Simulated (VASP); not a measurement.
Write the native input for VASP 6.6.1 that does the following.

```yaml
Task: single point
Functional: PBE
Potentials_or_basis: VASP PAW PBE potentials, release 64 (Tl_d)
Cutoff: 520 eV
k_mesh: 11 × 11 × 6, shifted
Occupations: fermi-dirac, width 0.05 eV
Spin: no spin polarisation
Dipole_correction: no
Further_INCAR_settings: ALGO = Normal; EDIFF = 1e-06; NBANDS = 20
```

The structure of Tl lies in POSCAR:

```
Tl
1.0
    3.4559983565      0.0518399754      0.0518399754
   -1.6831044427      2.9670623845      0.0189747479
    0.0828750000      0.0828750000      5.5250000000
Tl
2
Direct
    0.3333333333      0.6666666667      0.2500000000
    0.6666666667      0.3333333333      0.7500000000
```

One way to write it, as run:

INCAR

```
ALGO = Normal
EDIFF = 1E-6
ENCUT = 520
GGA = PE
ISIF = 2
ISMEAR = -1
LASPH = True
LCHARG = True
LELF = True
LREAL = False
LVHAR = True
LWAVE = False
NBANDS = 20
NELM = 60
PREC = Accurate
SIGMA = 0.05
```

KPOINTS

```
Automatic mesh
0
Gamma
  11 11 6
  0.5 0.5 0.5
```

Potentials or basis: VASP PAW PBE potentials, release 64 (Tl_d).

Launch:

```console
$ cat potpaw_PBE.64/Tl_d/POTCAR > POTCAR
$ mpirun -np 1 vasp_std > vasp.out
```

Results of the run:

The pressure is 3.2 GPa. The largest force is 0.017 eV/Å and the band gap on the k mesh is zero (bands 13 and 14 overlap by 4.32 eV).

Caveat: the cell stands under pressure; spin-orbit coupling is left out, which moves the levels of the heavy elements.

Run time: 2.1 min on 1 thread of Intel(R) Xeon(R) 6975P-C (Granite Rapids), with other jobs on the host, peak memory 0.42 GiB.
